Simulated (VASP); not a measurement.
# TiSe3 (P4/mmm) in VASP: notebook

TiSe3 is run at these levels: PBE; tasks: single point.

Program: VASP 6.6.1. These are calculated values, not measurements. Logs are shortened: lines on timing, memory, paths and dates and some standing lists are left out, and cuts for length are marked.

### 1 The cell of the first run

It takes space group P4/mmm (No. 123, tetragonal). Conventional cell: a = 3.960 Å, b = 3.960 Å, c = 5.400 Å, α = 90.00°, β = 90.00°, γ = 90.00°. Within 3.6 Å of Ti (site symmetry 4/mmm) lie 6 Se at 2.70 to 2.80 Å. Se (site symmetry 4/mmm) has 6 Se at 2.70 to 2.80 Å within 3.6 Å. Within 3.6 Å of Se (site symmetry 4/mmm) lie 2 Se at 2.70 Å and 4 Ti at 2.80 Å. Within 3.6 Å of Se (site symmetry 4/mmm) lie 2 Ti at 2.70 Å and 4 Se at 2.80 Å.

The cell was generated, and may not be a known phase.

### 2 Single point, PBE, collinear spin

INCAR

```
SYSTEM = TiSe3
  ALGO = Normal
  EDIFF = 1E-6
  ENCUT = 520
  GGA = PE
  ISIF = 2
  ISMEAR = 0
  ISPIN = 2
  LASPH = .TRUE.
  LCHARG = .TRUE.
  LELF = .TRUE.
  LMAXMIX = 4
  LORBIT = 11
  LREAL = .FALSE.
  LVHAR = .TRUE.
  LWAVE = .FALSE.
  MAGMOM = 1 0 0 0
  NBANDS = 27
  NELM = 150
  PREC = Accurate
  SIGMA = 0.1
```

KPOINTS

```
k-points
0
G
  6 6 4
  0 0 0
```

POSCAR

```
TiSe3
1.0
    3.9595382704      0.0000000000      0.0000000000
    0.0000000000      3.9595382704      0.0000000000
    0.0000000000      0.0000000000      5.3997401145
Ti Se
1 3
Direct
    0.5000000000      0.5000000000      0.5000000000
    0.0000000000      0.0000000000      0.0000000000
    0.0000000000      0.0000000000      0.5000000000
    0.5000000000      0.5000000000      0.0000000000
```

Potentials or basis: VASP PAW PBE potentials, release 64 (Ti_sv, Se).

The run is started by

```console
$ cat potpaw_PBE.64/Ti_sv/POTCAR potpaw_PBE.64/Se/POTCAR > POTCAR
$ mpirun -np 1 vasp_std > vasp.out
```

OUTCAR:

```text
SYSTEM = TiSe3
   EDIFF = 1E-6
   ENCUT = 520
   GGA = PE
   ISIF = 2
   ISMEAR = 0
   ISPIN = 2
   LASPH = .TRUE.
   LORBIT = 11
   LREAL = .FALSE.
   NELM = 150
   PREC = Accurate

 ion  position               nearest neighbor table
   1  0.500  0.500  0.500-   4 2.70   4 2.70   3 2.80   3 2.80   3 2.80   3 2.80
   2  0.000  0.000  0.000-   3 2.70   3 2.70
   3  0.000  0.000  0.500-   2 2.70   2 2.70   1 2.80   1 2.80   1 2.80   1 2.80
   4  0.500  0.500  0.000-   1 2.70   1 2.70

  LATTYP: Found a simple tetragonal cell.
 ALAT       =     3.9595382704
 C/A-ratio  =     1.3637297447

  Lattice vectors:

 A1 = (   3.9595382704,   0.0000000000,   0.0000000000)
 A2 = (   0.0000000000,   3.9595382704,   0.0000000000)
 A3 = (   0.0000000000,   0.0000000000,   5.3997401145)

Analysis of symmetry for initial positions (statically):
=====================================================================
 Subroutine PRICEL returns:
 Original cell was already a primitive cell.

 Routine SETGRP: Setting up the symmetry group for a
 simple tetragonal supercell.

 Subroutine GETGRP returns: Found 16 space group operations
 (whereof 16 operations were pure point group operations)
 out of a pool of 16 trial point group operations.

The static configuration has the point symmetry D_4h.

Analysis of symmetry for dynamics (positions and initial velocities):
=====================================================================
 Subroutine PRICEL returns:
 Original cell was already a primitive cell.

 Routine SETGRP: Setting up the symmetry group for a
 simple tetragonal supercell.

 Subroutine GETGRP returns: Found 16 space group operations
 (whereof 16 operations were pure point group operations)
 out of a pool of 16 trial point group operations.

The dynamic configuration has the point symmetry D_4h.

Analysis of structural, dynamic, and magnetic symmetry:
=====================================================================
 Subroutine PRICEL returns:
 Original cell was already a primitive cell.

 Routine SETGRP: Setting up the symmetry group for a
 simple tetragonal supercell.

 Subroutine GETGRP returns: Found 16 space group operations
 (whereof 16 operations were pure point group operations)
 out of a pool of 16 trial point group operations.

The overall configuration has the point symmetry D_4h.

 Subroutine INISYM returns: Found 16 space group operations
 (whereof 16 operations are pure point group operations),
 and found     1 'primitive' translations

----------------------------------------------------------------------------------------

                                     Primitive cell

  volume of cell :      84.6568

  direct lattice vectors                    reciprocal lattice vectors
     3.959538270  0.000000000  0.000000000     0.252554700  0.000000000  0.000000000
     0.000000000  3.959538270  0.000000000     0.000000000  0.252554700  0.000000000
     0.000000000  0.000000000  5.399740115     0.000000000  0.000000000  0.185194098

  length of vectors
     3.959538270  3.959538270  5.399740115     0.252554700  0.252554700  0.185194098

  position of ions in fractional coordinates (direct lattice)
     0.500000000  0.500000000  0.500000000
     0.000000000  0.000000000  0.000000000
     0.000000000  0.000000000  0.500000000
     0.500000000  0.500000000  0.000000000

  ion indices of the primitive-cell ions
   primitive index   ion index
                 1           1
                 2           2
                 3           3
                 4           4

----------------------------------------------------------------------------------------

 KPOINTS: k-points

Automatic generation of k-mesh.
 Grid dimensions read from file:
 generate k-points for:    6    6    4

 Generating k-lattice:

  Cartesian coordinates                     Fractional coordinates (reciprocal lattice)
     0.042092450  0.000000000  0.000000000     0.166666667  0.000000000  0.000000000
     0.000000000  0.042092450  0.000000000     0.000000000  0.166666667  0.000000000
     0.000000000  0.000000000  0.046298525     0.000000000  0.000000000  0.250000000

  Length of vectors
     0.042092450  0.042092450  0.046298525

  Shift w.r.t. Gamma in fractional coordinates (k-lattice)
     0.000000000  0.000000000  0.000000000

 Subroutine IBZKPT returns following result:
 ===========================================

 Found     30 irreducible k-points:

 Following reciprocal coordinates:
            Coordinates               Weight
  0.000000  0.000000  0.000000      1.000000
  0.166667  0.000000  0.000000      4.000000
  0.333333  0.000000  0.000000      4.000000
  0.500000  0.000000  0.000000      2.000000
  0.166667  0.166667  0.000000      4.000000
  0.333333  0.166667  0.000000      8.000000
[... 16 lines left out ...]
  0.333333  0.000000  0.500000      4.000000
  0.500000  0.000000  0.500000      2.000000
 [... further k-points ...]
   k-points           NKPTS =     30   k-points in BZ     NKDIM =     30   number of bands    NBANDS=     27
   number of dos      NEDOS =    301   number of ions     NIONS =      4
   total plane-waves  NPLWV =  36000
   dimension x,y,z NGX =    30 NGY =   30 NGZ =   40
   dimension x,y,z NGXF=    60 NGYF=   60 NGZF=   80
   ions per type =               1   3
   NGX,Y,Z   is equivalent  to a cutoff of  12.60, 12.60, 12.32 a.u.
   NGXF,Y,Z  is equivalent  to a cutoff of  25.19, 25.19, 24.63 a.u.
 SYSTEM =  TiSe3
   PREC   = accura    normal or accurate (medium, high low for compatibility)
   ISTART =      0    job   : 0-new  1-cont  2-samecut
   ICHARG =      2    charge: 1-file 2-atom 10-const
   ISPIN  =      2    spin polarized calculation?
   LNONCOLLINEAR =      F non collinear calculations
   LSORBIT =      F    spin-orbit coupling
   LASPH  =      T    aspherical Exc in radial PAW
   ENCUT  =  520.0 eV  38.22 Ry    6.18 a.u.   7.36  7.36 10.04*2*pi/ulx,y,z
   NELM   =    150;   NELMIN=  2; NELMDL= -5     # of ELM steps
   EDIFF  = 0.1E-05   stopping-criterion for ELM
   LREAL  =      F    real-space projection
   EDIFFG = 0.1E-04   stopping-criterion for IOM
   NSW    =      0    number of steps for IOM
   IBRION =     -1    ionic relax: 0-MD 1-quasi-New 2-CG
   NFREE  =      0    steps in history (QN), initial steepest desc. (CG)
   ISIF   =      2    stress and relaxation
   ISYM   =      2    0-nonsym 1-usesym 2-fastsym
   POTIM  = 0.5000    time-step for ionic-motion
   TEBEG  =    0.0;   TEEND  =   0.0 temperature during run
   PSTRESS=    0.0 pullay stress
   NELECT =      30.0000    total number of electrons
   NUPDOWN=      -1.0000    fix difference up-down
   EMIN   =  10.00;   EMAX   =-10.00  energy-range for DOS
   EFERMI =   0.00;   METHOD = LEGACY
   ISMEAR =     0;   SIGMA  =   0.10  broadening in eV -4-tet -1-fermi 0-gaus
   EFERMI_NEDOS =   21; number of points for ismear=-14 and -15
   IALGO  =     38    algorithm
   IMIX   =      4    mixing-type and parameters
     AMIX     =   0.40;   BMIX     =  1.00
     AMIX_MAG =   1.60;   BMIX_MAG =  1.00
  volume/ion in A,a.u.               =      21.16       142.82
  Fermi-wavevector in a.u.,A,eV,Ry     =   1.158496  2.189240 18.260561  1.342113
  Thomas-Fermi vector in A             =   2.295098
   LORBIT       =     11    0 simple, 1 ext, 2 COOP (PROOUT), +10 PAW based schemes
   GGA     = PE    functional components
   LHFCALC =     F    Hartree Fock is set to
   AEXX    =    0.0000 exact exchange contribution
   IVDW    =     0    specifies the selected vdW correction
   LEPSILON=     F    determine dielectric tensor
   LRPA    =     F    only Hartree local field effects (RPA)
 spin polarized calculation
 Gauss-broadening in eV      SIGMA  =   0.10
  energy-cutoff  :      520.00
  volume of cell :       84.66
 maximum number of plane-waves:      2309
 NGX is ok and might be reduce to    30
   NGX = 15   NGY = 15   NGZ = 21

 number of electron      29.9999995 magnetization       1.8593092

 Free energy of the ion-electron system (eV)
  ---------------------------------------------------
  ext. energy  EPLUGINS =         0.00000000
  ---------------------------------------------------
  free energy    TOTEN  =       -19.44442818 eV

  energy without entropy =      -19.42589555  energy(sigma->0) =      -19.43516186

 E-fermi :   6.1680     XC(G=0): -10.2229

 val. band max:        6.1566134050   @ k =   0.5000   0.1667   0.0000
 cond. band min:       6.1712887793   @ k =   0.0000   0.0000   0.5000
 fundamental gap:      0.0146753742
 Fermi energy:         6.1680075682

 spin component 1

 k-point     1 :       0.0000    0.0000    0.0000
  band No.  band energies     occupation
      1     -51.8141      1.00000
      2     -28.1558      1.00000
      3     -28.1558      1.00000
      4     -28.0157      1.00000
      5     -10.0237      1.00000
      6      -7.5150      1.00000
[... 19 lines left out ...]
     26      14.3465      0.00000
     27      14.4353      0.00000

 k-point     2 :       0.1667    0.0000    0.0000
  band No.  band energies     occupation
      1     -51.8139      1.00000
      2     -28.1599      1.00000
      3     -28.1552      1.00000
      4     -28.0154      1.00000
      5      -9.8414      1.00000
      6      -7.4697      1.00000
[... 19 lines left out ...]
     26      14.1274      0.00000
     27      15.3589      0.00000

 k-point     3 :       0.3333    0.0000    0.0000
  band No.  band energies     occupation
      1     -51.8136      1.00000
      2     -28.1681      1.00000
      3     -28.1540      1.00000
      4     -28.0148      1.00000
      5      -9.3515      1.00000
      6      -7.5115      1.00000
[... 594 lines left out ...]
      1     -51.8136      1.00000
      2     -28.1681      1.00000
      3     -28.1540      1.00000
      4     -28.0156      1.00000
      5      -8.7434      1.00000
      6      -7.9940      1.00000
[... 19 lines left out ...]
     26      14.3130      0.00000
     27      15.5132      0.00000

 k-point    24 :       0.5000    0.0000    0.5000
  band No.  band energies     occupation
      1     -51.8134      1.00000
      2     -28.1722      1.00000
      3     -28.1534      1.00000
      4     -28.0153      1.00000
      5      -7.9673      1.00000
      6      -7.8824      1.00000
[... 19 lines left out ...]
     26      15.5197      0.00000
     27      15.6839      0.00000

 [... further k-points ...]

 spin component 2

 k-point     1 :       0.0000    0.0000    0.0000
  band No.  band energies     occupation
      1     -50.4267      1.00000
      2     -26.8567      1.00000
      3     -26.8567      1.00000
      4     -26.4376      1.00000
      5      -9.9838      1.00000
      6      -7.5455      1.00000
[... 19 lines left out ...]
     26      14.4815      0.00000
     27      14.8634      0.00000

 k-point     2 :       0.1667    0.0000    0.0000
  band No.  band energies     occupation
      1     -50.4265      1.00000
      2     -26.8612      1.00000
      3     -26.8560      1.00000
      4     -26.4373      1.00000
      5      -9.8018      1.00000
      6      -7.5062      1.00000
[... 19 lines left out ...]
     26      14.6066      0.00000
     27      15.7621      0.00000

 k-point     3 :       0.3333    0.0000    0.0000
  band No.  band energies     occupation
      1     -50.4262      1.00000
      2     -26.8702      1.00000
      3     -26.8546      1.00000
      4     -26.4366      1.00000
      5      -9.3120      1.00000
      6      -7.5551      1.00000
[... 594 lines left out ...]
      1     -50.4262      1.00000
      2     -26.8701      1.00000
      3     -26.8546      1.00000
      4     -26.4378      1.00000
      5      -8.7098      1.00000
      6      -7.9988      1.00000
[... 19 lines left out ...]
     26      14.8303      0.00000
     27      15.6703      0.00000

 k-point    24 :       0.5000    0.0000    0.5000
  band No.  band energies     occupation
      1     -50.4260      1.00000
      2     -26.8746      1.00000
      3     -26.8539      1.00000
      4     -26.4374      1.00000
      5      -7.8954      1.00000
      6      -7.8718      1.00000
[... 19 lines left out ...]
     26      15.8160      0.00000
     27      16.1793      0.00000

 [... further k-points ...]
[... 5 lines left out ...]
  --------------------------------------------------------------------------------------
  -------------------------------------------------------------------------------------
  Total        0.0449606      0.0449606     -0.1823439      0.0000000      0.0000000      0.0000000
  in kB        0.8509042      0.8509042     -3.4509592      0.0000000      0.0000000      0.0000000
  external PRESSURE =      -0.5830502 kB  Pullay stress =       0.0000000 kB

 VOLUME and BASIS-vectors are now :
 -----------------------------------------------------------------------------
  energy-cutoff  :      520.00
  volume of cell :       84.66
      direct lattice vectors                 reciprocal lattice vectors
     3.959538270  0.000000000  0.000000000     0.252554700  0.000000000  0.000000000
     0.000000000  3.959538270  0.000000000     0.000000000  0.252554700  0.000000000
     0.000000000  0.000000000  5.399740115     0.000000000  0.000000000  0.185194098

 POSITION                                       TOTAL-FORCE (eV/Angst)
 -----------------------------------------------------------------------------------
      1.97977      1.97977      2.69987         0.000000      0.000000      0.000000
      0.00000      0.00000      0.00000         0.000000      0.000000      0.000000
      0.00000      0.00000      2.69987         0.000000      0.000000      0.000000
      1.97977      1.97977      0.00000         0.000000      0.000000      0.000000
 -----------------------------------------------------------------------------------
    total drift:                                0.000000      0.000000      0.000000

  FREE ENERGIE OF THE ION-ELECTRON SYSTEM (eV)
  ---------------------------------------------------
  free  energy   TOTEN  =       -19.4444281774 eV

  energy  without entropy=      -19.4258955508  energy(sigma->0) =      -19.43516186

 total charge

# of ion       s       p       d       tot
------------------------------------------
    1        2.119   6.043   1.956  10.118
    2        1.538   2.109   0.064   3.711
    3        1.465   2.310   0.045   3.819
    4        1.499   2.214   0.051   3.764
--------------------------------------------------
tot          6.620  12.675   2.116  21.412

 magnetization (x)

# of ion       s       p       d       tot
------------------------------------------
    1        0.014   0.009   1.414   1.436
    2       -0.001   0.083   0.002   0.084
    3       -0.003  -0.044   0.012  -0.035
    4       -0.004  -0.065   0.008  -0.061
--------------------------------------------------
tot          0.005  -0.017   1.435   1.423
```

Wall time 2.1 min (1 thread of Intel Xeon Platinum 8488C (Sapphire Rapids), shared host); peak memory 0.26 GiB.

Results:

```yaml
Free_energy: -19.4444 eV
Pressure: -0.1 GPa
Net_moment: 1.86 μB per cell
Site_moments: Ti +1.44; Se +0.08, -0.04, -0.06 μB
Valence_electrons_inside_the_program's_atomic_spheres: Ti 10.12; Se 3.71, 3.82, 3.76
```

Levels at points of the mesh, in eV from the Fermi level:
Spin up:
| k point | band 12 | band 13 | band 14 | band 15 | band 16 | band 17 | band 18 | band 19 | band 20 | band 21 |
| --- | --- | --- | --- | --- | --- | --- | --- | --- | --- | --- |
| (0.00, 0.00, 0.00) | -2.34 | -2.34 | -1.43 | -0.39 | -0.39 | -0.15 | 0.58 | 1.52 | 1.86 | 1.86 |
| (0.50, 0.00, 0.00) | -2.53 | -2.44 | -2.02 | -1.94 | -0.23 | -0.19 | 0.30 | 0.94 | 2.68 | 3.26 |
| (0.50, 0.50, 0.00) | -3.92 | -3.26 | -1.17 | -1.17 | 0.48 | 0.63 | 0.75 | 1.85 | 3.26 | 3.26 |
| (0.00, 0.00, 0.50) | -2.98 | -2.82 | -1.68 | -1.35 | -0.14 | 0.00 | 0.00 | 0.89 | 2.00 | 2.00 |
| (0.50, 0.00, 0.50) | -2.81 | -2.60 | -2.59 | -2.40 | -2.38 | 0.31 | 0.48 | 1.01 | 2.58 | 2.90 |
| (0.50, 0.50, 0.50) | -4.49 | -2.16 | -2.13 | -0.26 | -0.26 | 0.49 | 0.84 | 0.85 | 3.33 | 3.33 |
Spin down:
```
           k point  band 11  band 12  band 13  band 14  band 15  band 16  band 17  band 18
(0.00, 0.00, 0.00)    -2.47    -2.34    -2.34    -0.43     0.65     1.22     1.32     1.32
(0.50, 0.00, 0.00)    -3.67    -2.57    -2.44    -1.91    -1.80     1.48     1.49     1.59
(0.50, 0.50, 0.00)    -3.83    -3.83    -3.15     0.18     0.18     1.29     1.59     1.86
(0.00, 0.00, 0.50)    -2.93    -2.93    -2.75    -1.50    -0.30     0.66     1.41     1.41
(0.50, 0.00, 0.50)    -2.70    -2.68    -2.52    -2.51    -2.32    -2.29     1.59     2.24
(0.50, 0.50, 0.50)    -4.68    -4.24    -2.16    -2.02     1.43     1.43     1.53     1.67
```

### 3 Single point, PBE, collinear spin

This run uses another cell than the first one, of 25.06 Å³/atom.

INCAR

```
  PREC = Accurate
  ENCUT = 520
  EDIFF = 1E-7
  ISMEAR = 0
  SIGMA = 0.1
  LREAL = F
  LASPH = T
  NELM = 150
  ALGO = Normal
  ISIF = 2
  LWAVE = F
  LCHARG = T
  ISPIN = 2
  MAGMOM = 1 0 0 0
  LORBIT = 11
  LMAXMIX = 4
  GGA = PE
  LELF = T
  LVHAR = T
  NBANDS = 27
```

KPOINTS

```
regular mesh
0
Gamma
  6 6 4
```

POSCAR

```
TiSe3
1.0
    3.6833163400      0.0000000000      0.0000000000
    0.0000000000      3.6833163400      0.0000000000
    0.0000000000      0.0000000000      7.3893708600
Ti Se
1 3
Direct
    0.5000000000      0.5000000000      0.5000000000
    0.0000000000      0.0000000000      0.0000000000
    0.0000000000      0.0000000000      0.5000000000
    0.5000000000      0.5000000000      0.0000000000
```

Potentials or basis: VASP PAW PBE potentials, release 64 (Ti_sv, Se).

The run is started by

```console
$ cat potpaw_PBE.64/Ti_sv/POTCAR potpaw_PBE.64/Se/POTCAR > POTCAR
$ mpirun -np 1 vasp_std > vasp.out
```

Wall time 3.6 min (1 thread of Intel Xeon Platinum 8488C (Sapphire Rapids), shared host); peak memory 0.3 GiB.

Results (log left out):

```yaml
Free_energy: -18.8196 eV
Pressure: 1.0 GPa
Net_moment: 1.37 μB per cell
Site_moments: Ti +1.18; Se +0.01, -0.08, -0.02 μB
Valence_electrons_inside_the_program's_atomic_spheres: Ti 10.11; Se 3.75, 3.90, 3.73
```

Stress tensor (GPa, compression positive):
```
 2.61  0.00  0.00
 0.00  2.61  0.00
 0.00  0.00 -2.30
```

Levels at points of the mesh, in eV from the Fermi level:
Spin up:
| k point | band 12 | band 13 | band 14 | band 15 | band 16 | band 17 | band 18 | band 19 | band 20 | band 21 |
| --- | --- | --- | --- | --- | --- | --- | --- | --- | --- | --- |
| (0.00, 0.00, 0.00) | -2.11 | -2.11 | -1.56 | -0.26 | -0.26 | -0.16 | -0.16 | 0.93 | 2.30 | 3.83 |
| (0.50, 0.00, 0.00) | -1.94 | -1.79 | -1.38 | -1.08 | -1.01 | -0.03 | 0.14 | 0.67 | 1.19 | 3.84 |
| (0.50, 0.50, 0.00) | -2.67 | -1.98 | -0.93 | -0.93 | -0.40 | 0.32 | 0.83 | 1.21 | 1.98 | 4.58 |
| (0.00, 0.00, 0.50) | -2.12 | -2.12 | -1.56 | -0.26 | -0.14 | -0.14 | 0.24 | 1.05 | 2.96 | 3.80 |
| (0.50, 0.00, 0.50) | -2.22 | -1.94 | -1.80 | -1.08 | -1.02 | -0.01 | 0.55 | 0.96 | 1.08 | 2.47 |
| (0.50, 0.50, 0.50) | -2.20 | -1.89 | -1.48 | -0.86 | -0.86 | 0.62 | 0.83 | 1.23 | 2.61 | 4.78 |
Spin down:
| k point | band 12 | band 13 | band 14 | band 15 | band 16 | band 17 |
| --- | --- | --- | --- | --- | --- | --- |
| (0.00, 0.00, 0.00) | -2.10 | -2.10 | -0.98 | 0.44 | 0.44 | 0.96 |
| (0.50, 0.00, 0.00) | -1.95 | -1.78 | -1.19 | -1.09 | -1.01 | 0.92 |
| (0.50, 0.50, 0.00) | -2.74 | -1.98 | -0.44 | 0.41 | 0.41 | 1.07 |
| (0.00, 0.00, 0.50) | -2.12 | -2.12 | -0.98 | 0.44 | 0.68 | 1.36 |
| (0.50, 0.00, 0.50) | -2.21 | -1.95 | -1.79 | -1.09 | -1.02 | 1.30 |
| (0.50, 0.50, 0.50) | -2.13 | -2.01 | -1.47 | 0.55 | 0.55 | 1.28 |
